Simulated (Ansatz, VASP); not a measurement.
# Two plane-wave programs on ZrB2

```
Zr B
1.0
     3.17000    0.00000    0.00000
    -1.58500    2.74530    0.00000
     0.00000    0.00000    3.53300
Zr B
1 2
Direct
  0.00000 0.00000 0.00000
  0.33333 0.66667 0.50000
  0.66667 0.33333 0.50000
```

Alike in both runs: task relaxation of cell and atoms; functional PBE; k mesh 16 × 16 × 12; occupations fermi-dirac, width 0.05 eV; no spin polarisation.

```csv
,VASP,Ansatz
version,VASP 6.6.1,Ansatz 0.2.0
potentials or method,"VASP PAW PBE potentials, release 64 (Zr_sv, B)","plane waves, PAW"
plane-wave cutoff (eV),600,420
valence electrons in the cell,18,18
```

|  | VASP | Ansatz | Ansatz less VASP |
| --- | --- | --- | --- |
| relaxed volume (Å³/atom) | 10.29 | 10.28 | -0.005 |
| relaxed cell length with the largest relative difference (Å) | 3.543 | 3.542 | -0.0014 |
